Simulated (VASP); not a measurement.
Wanted: the native input for a VASP 6.6.1 run.

```yaml
Task: single point
Functional: PBE
Potentials_or_basis: VASP PAW PBE potentials, release 64 (Si, Sn_d, Se)
Cutoff: 520 eV
k_mesh: 4 × 4 × 4
Occupations: gaussian, width 0.2 eV
Spin: no spin polarisation
Dipole_correction: no
Further_INCAR_settings: ALGO = Fast; EDIFF = 1e-07; NBANDS = 35
```

The structure of Si3SnSe4 lies in POSCAR:

```
Si3SnSe4
1.0
    5.5460501158      0.0000000000      0.0000000000
    0.0000000000      5.5460501158      0.0000000000
    0.0000000000      0.0000000000      5.5460501158
Si Sn Se
3 1 4
Direct
    0.0000000000      0.5000000000      0.5000000000
    0.5000000000      0.0000000000      0.5000000000
    0.5000000000      0.5000000000      0.0000000000
    0.5000000000      0.5000000000      0.5000000000
    0.5000000000      0.0000000000      1.0000000000
    1.0000000000      0.5000000000      0.0000000000
    0.0000000000      0.0000000000      0.5000000000
    0.0000000000      0.0000000000      0.0000000000
```

These files were run (other wordings do the same):

INCAR

```
PREC = Accurate ; ENCUT = 520
EDIFF = 1E-7 ; ISMEAR = 0
SIGMA = 0.2 ; LREAL = False
LASPH = True ; NELM = 100
ALGO = Fast ; ISIF = 2
LWAVE = False ; LCHARG = True
GGA = PE ; LELF = True
LVHAR = True ; NBANDS = 35
```

KPOINTS

```
regular mesh
0
Gamma
  4 4 4
```

Potentials or basis: VASP PAW PBE potentials, release 64 (Si, Sn_d, Se).

The run is started by

```bash
$ cat potpaw_PBE.64/Si/POTCAR potpaw_PBE.64/Sn_d/POTCAR potpaw_PBE.64/Se/POTCAR > POTCAR
$ mpirun -np 1 vasp_std > vasp.out
```

Results of the run:

| Quantity | Value |
| --- | --- |
| Pressure | 0.9 GPa |
| Band gap on the k mesh | zero (bands 25 and 26 overlap by 0.29 eV) |

Caveat: spin-orbit coupling is left out, which moves the levels of the heavy elements.

Wall time 43 s on 1 thread of Intel(R) Xeon(R) 6975P-C (Granite Rapids), on a shared host, peak memory 0.28 GiB.
